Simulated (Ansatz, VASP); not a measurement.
# Nb in VASP and in Ansatz

```
Nb
1.0
    -1.63779    1.63779    1.63779
     1.63779   -1.63779    1.63779
     1.63779    1.63779   -1.63779
Nb
1
Direct
  0.00000 0.00000 0.00000
```

Alike in both runs: functional PBEsol; k mesh 8 × 8 × 8; occupations gaussian, width 0.1 eV; no spin polarisation.

Ansatz relaxed the structure, and its values are those at the end. VASP's run is a single point on that final structure, the one shown.

```csv
,VASP,Ansatz
version,VASP 6.6.1,Ansatz 0.2.0
potentials or method,"VASP PAW PBE potentials, release 64 (Nb_sv), cutoff 520 eV","scalar-relativistic, plane waves, PAW"
valence electrons in the cell,13,13
```

Ansatz gave:

| Quantity | Value |
| --- | --- |
| gap on the k mesh at the Fermi level (eV) | none |
| pressure (GPa) | 0.1 |

Q: Which values does VASP return?

A: gap on the k mesh at the Fermi level (eV): none; pressure (GPa): -0.3.

VASP's potentials were made for PBE, not for PBEsol. A gap of «none» marks a metal or a gap that the smearing closes.
